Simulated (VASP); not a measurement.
A run of VASP 6.6.1 is set up as follows.

Contents of INCAR:

```
ALGO = Fast ; EDIFF = 1E-7
ENCUT = 520 ; GGA = PE
ISIF = 2 ; ISMEAR = 0
LASPH = True ; LCHARG = True
LELF = True ; LREAL = False
LVHAR = True ; LWAVE = False
NBANDS = 18 ; NELM = 100
PREC = Accurate ; SIGMA = 0.1
```

File KPOINTS:

```
k-points
0
Gamma
  18 18 12
```

The input POSCAR:

```
Ag
1.0
    2.1670678228      2.1670678228      0.0000000000
   -2.1670678228      2.1670678228      0.0000000000
    0.0000000000      0.0000000000      4.3341356455
Ag
2
Direct
    0.0000000000      0.0000000000      0.0000000000
    0.5000000000      0.5000000000      0.5000000000
```

Potentials or basis: VASP PAW PBE potentials, release 64 (Ag).

Launch:

```sh
$ cat potpaw_PBE.64/Ag/POTCAR > POTCAR
$ mpirun -np 1 vasp_std > vasp.out
```

What does it give for the band gap on the k mesh?

Zero (bands 11 and 12 overlap by 8.56 eV).

What does it give for the pressure?

-8.2 GPa.

Caveat: the cell differs from its parent crystal (equal strain along all axes, cell held: +4.5 %); the cell stands under tension.
